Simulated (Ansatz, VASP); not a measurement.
## Pt in VASP and in Ansatz

```
CELL_PARAMETERS angstrom
0.00000 2.08871 2.08871
2.08871 0.00000 2.08871
2.08871 2.08871 0.00000
ATOMIC_POSITIONS crystal
Pt 0.00000 0.00000 0.00000
```

Alike in both runs: functional PBE; k mesh 18 × 18 × 18; occupations fermi-dirac, width 0.05 eV; no spin polarisation.

Ansatz relaxed the structure, and its values are those at the end. VASP's run is a single point on that final structure, the one shown.

|  | VASP | Ansatz |
| --- | --- | --- |
| version | VASP 6.6.1 | Ansatz 0.2.0 |
| potentials or method | VASP PAW PBE potentials, release 64 (Pt), cutoff 520 eV | all-electron LAPW, non-relativistic |

|  | VASP | Ansatz | Ansatz less VASP |
| --- | --- | --- | --- |
| pressure (GPa) | -25.0 | 0.0 | +24.96 |

One of these differences is far larger than is usual between the two programs; its cause wasn't traced. Ansatz ran all-electron here, and VASP with PAW potentials.

Spin-orbit coupling is off throughout.
